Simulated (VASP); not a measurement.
# In2As2H in VASP: a series of runs

In2As2H is run at these levels: PBE+D3(BJ); tasks: single point.

Everything below comes from runs of VASP 6.6.1. Logs are shortened: lines on timing, memory, paths and dates and some standing lists are left out, and cuts for length are marked.

### 1 The cell of the first run

The cell holds a slab with vacuum, 5 atoms: a = 4.322 Å, b = 4.322 Å, c = 21.739 Å, α = 90.00°, β = 90.00°, γ = 120.00°.

### 2 Single point, PBE+D3(BJ)

INCAR

```
SYSTEM = In2As2H
ALGO = Normal
DIPOL = 0.5 0.5 0.338
EDIFF = 1E-6
ENCUT = 520
GGA = PE
IDIPOL = 3
ISIF = 2
ISMEAR = 0
IVDW = 12
LASPH = .True.
LCHARG = .False.
LDIPOL = .True.
LREAL = .False.
LWAVE = .False.
NBANDS = 26
NELM = 80
PREC = Accurate
SIGMA = 0.1
```

KPOINTS

```
k-points
0
Gamma
  6 6 1
  0 0 0
```

POSCAR

```
In2As2H
1.0
    4.3220706691      0.0000000000      0.0000000000
   -2.1610353346      3.7430229964      0.0000000000
    0.0000000000      0.0000000000     21.7386927198
As In H
2 2 1
Direct
    0.0000000000      0.0000000000      0.1840037049
    0.3333333333      0.6666666667      0.3557112058
    0.3333333333      0.6666666667      0.2245875152
    0.6666666667      0.3333333333      0.3881876812
    0.6666666667      0.3333333333      0.5399907378
```

Potentials or basis: VASP PAW PBE potentials, release 64 (As, In_d, H).

On the command line:

```console
$ cat potpaw_PBE.64/As/POTCAR potpaw_PBE.64/In_d/POTCAR potpaw_PBE.64/H/POTCAR > POTCAR
$ mpirun -np 1 vasp_std > vasp.out
```

OUTCAR:

```text
SYSTEM = In2As2H
   EDIFF = 1E-6
   ENCUT = 520
   GGA = PE
   ISIF = 2
   ISMEAR = 0
   IVDW = 12
   LASPH = .True.
   LREAL = .False.
   NELM = 80
   PREC = Accurate
 IVDW          = 12

 ion  position               nearest neighbor table
   1  0.000  0.000  0.184-   3 2.65   3 2.65   3 2.65
   2  0.333  0.667  0.356-   4 2.59   4 2.59   4 2.59   3 2.85
   3  0.333  0.667  0.225-   1 2.65   1 2.65   1 2.65   2 2.85
   4  0.667  0.333  0.388-   2 2.59   2 2.59   2 2.59
   5  0.667  0.333  0.540-

  LATTYP: Found a hexagonal cell.
 ALAT       =     4.3220706691
 C/A-ratio  =     5.0296939555

  Lattice vectors:

 A1 = (   4.3220706691,   0.0000000000,   0.0000000000)
 A2 = (  -2.1610353346,   3.7430229964,   0.0000000000)
 A3 = (   0.0000000000,   0.0000000000,  21.7386927198)

Analysis of symmetry for initial positions (statically):
=====================================================================
 Subroutine PRICEL returns:
 Original cell was already a primitive cell.

 Routine SETGRP: Setting up the symmetry group for a
 hexagonal supercell.

 Subroutine GETGRP returns: Found  6 space group operations
 (whereof  6 operations were pure point group operations)
 out of a pool of 24 trial point group operations.

The static configuration has the point symmetry C_3v.

Analysis of symmetry for dynamics (positions and initial velocities):
=====================================================================
 Subroutine PRICEL returns:
 Original cell was already a primitive cell.

 Routine SETGRP: Setting up the symmetry group for a
 hexagonal supercell.

 Subroutine GETGRP returns: Found  6 space group operations
 (whereof  6 operations were pure point group operations)
 out of a pool of 24 trial point group operations.

The dynamic configuration has the point symmetry C_3v.

 Subroutine INISYM returns: Found  6 space group operations
 (whereof  6 operations are pure point group operations),
 and found     1 'primitive' translations

----------------------------------------------------------------------------------------

                                     Primitive cell

  volume of cell :     351.6801

  direct lattice vectors                    reciprocal lattice vectors
     4.322070669  0.000000000  0.000000000     0.231370581  0.133581867  0.000000000
    -2.161035335  3.743022996  0.000000000     0.000000000  0.267163734  0.000000000
     0.000000000  0.000000000 21.738692720     0.000000000  0.000000000  0.046000926

  length of vectors
     4.322070669  4.322070669 21.738692720     0.267163734  0.267163734  0.046000926

  position of ions in fractional coordinates (direct lattice)
     0.000000000  0.000000000  0.184003705
     0.333333333  0.666666667  0.355711206
     0.333333333  0.666666667  0.224587515
     0.666666667  0.333333333  0.388187681
     0.666666667  0.333333333  0.539990738

  ion indices of the primitive-cell ions
   primitive index   ion index
                 1           1
                 2           2
                 3           3
                 4           4
                 5           5

----------------------------------------------------------------------------------------

 KPOINTS: k-points

Automatic generation of k-mesh.
 Grid dimensions read from file:
 generate k-points for:    6    6    1

 Generating k-lattice:

  Cartesian coordinates                     Fractional coordinates (reciprocal lattice)
     0.038561763  0.022263644  0.000000000     0.166666667  0.000000000  0.000000000
     0.000000000  0.044527289  0.000000000     0.000000000  0.166666667  0.000000000
     0.000000000  0.000000000  0.046000926     0.000000000  0.000000000  1.000000000

  Length of vectors
     0.044527289  0.044527289  0.046000926

  Shift w.r.t. Gamma in fractional coordinates (k-lattice)
     0.000000000  0.000000000  0.000000000

 Subroutine IBZKPT returns following result:
 ===========================================

 Found      7 irreducible k-points:

 Following reciprocal coordinates:
            Coordinates               Weight
  0.000000  0.000000  0.000000      1.000000
  0.166667  0.000000  0.000000      6.000000
  0.333333  0.000000  0.000000      6.000000
  0.500000  0.000000  0.000000      3.000000
  0.166667  0.166667  0.000000      6.000000
  0.333333  0.166667  0.000000     12.000000
  0.333333  0.333333  0.000000      2.000000
   k-points           NKPTS =      7   k-points in BZ     NKDIM =      7   number of bands    NBANDS=     26
   number of dos      NEDOS =    301   number of ions     NIONS =      5
   total plane-waves  NPLWV = 165888
   dimension x,y,z NGX =    32 NGY =   32 NGZ =  162
   dimension x,y,z NGXF=    64 NGYF=   64 NGZF=  324
   ions per type =               2   2   1
   NGX,Y,Z   is equivalent  to a cutoff of  12.31, 12.31, 12.39 a.u.
   NGXF,Y,Z  is equivalent  to a cutoff of  24.62, 24.62, 24.78 a.u.
 SYSTEM =  In2As2H
   PREC   = accura    normal or accurate (medium, high low for compatibility)
   ISTART =      0    job   : 0-new  1-cont  2-samecut
   ICHARG =      2    charge: 1-file 2-atom 10-const
   ISPIN  =      1    spin polarized calculation?
   LNONCOLLINEAR =      F non collinear calculations
   LSORBIT =      F    spin-orbit coupling
   LASPH  =      T    aspherical Exc in radial PAW
   ENCUT  =  520.0 eV  38.22 Ry    6.18 a.u.   8.04  8.04 40.42*2*pi/ulx,y,z
   NELM   =     80;   NELMIN=  2; NELMDL= -5     # of ELM steps
   EDIFF  = 0.1E-05   stopping-criterion for ELM
   LREAL  =      F    real-space projection
   EDIFFG = 0.1E-04   stopping-criterion for IOM
   NSW    =      0    number of steps for IOM
   IBRION =     -1    ionic relax: 0-MD 1-quasi-New 2-CG
   NFREE  =      0    steps in history (QN), initial steepest desc. (CG)
   ISIF   =      2    stress and relaxation
   ISYM   =      2    0-nonsym 1-usesym 2-fastsym
   POTIM  = 0.5000    time-step for ionic-motion
   TEBEG  =    0.0;   TEEND  =   0.0 temperature during run
   PSTRESS=    0.0 pullay stress
   NELECT =      37.0000    total number of electrons
   NUPDOWN=      -1.0000    fix difference up-down
   EMIN   =  10.00;   EMAX   =-10.00  energy-range for DOS
   EFERMI =   0.00;   METHOD = LEGACY
   ISMEAR =     0;   SIGMA  =   0.10  broadening in eV -4-tet -1-fermi 0-gaus
   EFERMI_NEDOS =   21; number of points for ismear=-14 and -15
   IALGO  =     38    algorithm
   IMIX   =      4    mixing-type and parameters
     AMIX     =   0.40;   BMIX     =  1.00
     AMIX_MAG =   1.60;   BMIX_MAG =  1.00
  volume/ion in A,a.u.               =      70.34       474.65
  Fermi-wavevector in a.u.,A,eV,Ry     =   0.772846  1.460467  8.126631  0.597291
  Thomas-Fermi vector in A             =   1.874564
   LORBIT       =      0    0 simple, 1 ext, 2 COOP (PROOUT), +10 PAW based schemes
   GGA     = PE    functional components
   LHFCALC =     F    Hartree Fock is set to
   AEXX    =    0.0000 exact exchange contribution
   IVDW    =    12    specifies the selected vdW correction
   LEPSILON=     F    determine dielectric tensor
   LRPA    =     F    only Hartree local field effects (RPA)
 non-spin polarized calculation
 Gauss-broadening in eV      SIGMA  =   0.10
  energy-cutoff  :      520.00
  volume of cell :      351.68
 maximum number of plane-waves:      9486
   NGX = 17   NGY = 17   NGZ = 81

 dipolmoment           0.000000      0.000000     -0.149997 electrons x Angstroem

 number of electron      36.9999996 magnetization

 dipolmoment           0.000000      0.000000      0.092679 electrons x Angstroem

 Free energy of the ion-electron system (eV)
  ---------------------------------------------------
  ext. energy  EPLUGINS =         0.00000000
  ---------------------------------------------------
  free energy    TOTEN  =       -14.77862430 eV

  energy without entropy =      -14.72663281  energy(sigma->0) =      -14.75262855

 E-fermi :  -2.7592     XC(G=0):  -3.9296

 val. band max:       -2.7733689663   @ k =   0.3333   0.0000   0.0000
 cond. band min:      -2.7564554257   @ k =   0.3333   0.1667   0.0000
 fundamental gap:      0.0169135405
 Fermi energy:        -2.7591925973

 k-point     1 :       0.0000    0.0000    0.0000
  band No.  band energies     occupation
      1     -17.3854      2.00000
      2     -17.3124      2.00000
      3     -17.3124      2.00000
      4     -17.2228      2.00000
      5     -17.2228      2.00000
      6     -16.6501      2.00000
[... 18 lines left out ...]
     25       2.2964      0.00000
     26       2.3053      0.00000

 k-point     2 :       0.1667    0.0000    0.0000
  band No.  band energies     occupation
      1     -17.3981      2.00000
      2     -17.3081      2.00000
      3     -17.3037      2.00000
      4     -17.2262      2.00000
      5     -17.2182      2.00000
      6     -16.6523      2.00000
[... 18 lines left out ...]
     25       2.2883      0.00000
     26       2.7568      0.00000

 k-point     3 :       0.3333    0.0000    0.0000
  band No.  band energies     occupation
      1     -17.4304      2.00000
      2     -17.2934      2.00000
      3     -17.2907      2.00000
      4     -17.2313      2.00000
      5     -17.2042      2.00000
      6     -16.6728      2.00000
[... 18 lines left out ...]
     25       3.2073      0.00000
     26       3.3439      0.00000

 k-point     4 :       0.5000    0.0000    0.0000
  band No.  band energies     occupation
      1     -17.4475      2.00000
      2     -17.2864      2.00000
      3     -17.2864      2.00000
      4     -17.2324      2.00000
      5     -17.1948      2.00000
      6     -16.6873      2.00000
[... 18 lines left out ...]
     25       3.3336      0.00000
     26       3.7744      0.00000

 k-point     5 :       0.1667    0.1667    0.0000
  band No.  band energies     occupation
      1     -17.4191      2.00000
      2     -17.3023      2.00000
      3     -17.2905      2.00000
      4     -17.2297      2.00000
      5     -17.2098      2.00000
      6     -16.6636      2.00000
[... 18 lines left out ...]
     25       2.1723      0.00000
     26       3.1805      0.00000

 k-point     6 :       0.3333    0.1667    0.0000
  band No.  band energies     occupation
      1     -17.4402      2.00000
      2     -17.2915      2.00000
      3     -17.2845      2.00000
      4     -17.2309      2.00000
      5     -17.2012      2.00000
      6     -16.6803      2.00000
[... 18 lines left out ...]
     25       3.0989      0.00000
     26       3.4790      0.00000

 k-point     7 :       0.3333    0.3333    0.0000
  band No.  band energies     occupation
      1     -17.4412      2.00000
      2     -17.2904      2.00000
      3     -17.2825      2.00000
      4     -17.2279      2.00000
      5     -17.2059      2.00000
      6     -16.6805      2.00000
[... 18 lines left out ...]
     25       3.2804      0.00000
     26       3.7446      0.00000

------------------------ aborting loop because EDIFF is reached ----------------------------------------

 vacuum level on the upper side and lower side of the slab       (xc-potential included)         0.265        -0.743

 Edisp (eV)   -0.86548

 E8    (eV) :    -0.4105

  FORCE on cell =-STRESS in cart. coord.  units (eV):
  Direction    XX          YY          ZZ          XY          YZ          ZX
  --------------------------------------------------------------------------------------
  -------------------------------------------------------------------------------------
  Total      -0.02786    -0.02786    -2.81848     0.00000     0.00000    -0.00000
  in kB      -0.12693    -0.12693   -12.84039     0.00000     0.00000    -0.00000
  external pressure =       -4.36 kB  Pullay stress =        0.00 kB

 VOLUME and BASIS-vectors are now :
 -----------------------------------------------------------------------------
  energy-cutoff  :      520.00
  volume of cell :      351.68
      direct lattice vectors                 reciprocal lattice vectors
     4.322070669  0.000000000  0.000000000     0.231370581  0.133581867  0.000000000
    -2.161035335  3.743022996  0.000000000     0.000000000  0.267163734  0.000000000
     0.000000000  0.000000000 21.738692720     0.000000000  0.000000000  0.046000926

 POSITION                                       TOTAL-FORCE (eV/Angst)
 -----------------------------------------------------------------------------------
      0.00000      0.00000      4.00000        -0.000000     -0.000000      0.060037
     -0.00000      2.49535      7.73270         0.000000     -0.000000     -0.346648
     -0.00000      2.49535      4.88224         0.000000      0.000000      0.133118
      2.16104      1.24767      8.43869        -0.000000     -0.000000      0.845915
      2.16104      1.24767     11.73869        -0.000000     -0.000000     -0.692423
 -----------------------------------------------------------------------------------
    total drift:                                0.000000     -0.000000     -0.001084

  FREE ENERGIE OF THE ION-ELECTRON SYSTEM (eV)
  ---------------------------------------------------
  free  energy   TOTEN  =       -15.6441070751 eV

  energy  without entropy=      -15.5921155864  energy(sigma->0) =      -15.61811133

 vacuum level on the upper side and lower side of the slab         3.688         2.659
```

It took 61 s on 1 thread of Intel Xeon 6975P-C (Granite Rapids), shared host; peak memory 0.42 GiB.

What came out:

```
Free energy                : -15.6441 eV
Largest force              : 0.846 eV/Å
Band gap on the k mesh     : zero (an odd number of electrons rules out a gap without spin polarisation)
Dispersion energy per atom : -0.173 eV
```

Forces on the atoms (eV/Å):
```
As   0.000  0.000  0.060
As   0.000  0.000 -0.347
In   0.000  0.000  0.133
In   0.000  0.000  0.846
H    0.000  0.000 -0.692
```

Caveat: spin-orbit coupling is left out, which moves the levels of the heavy elements.

(Continued in part 2 of 2.)
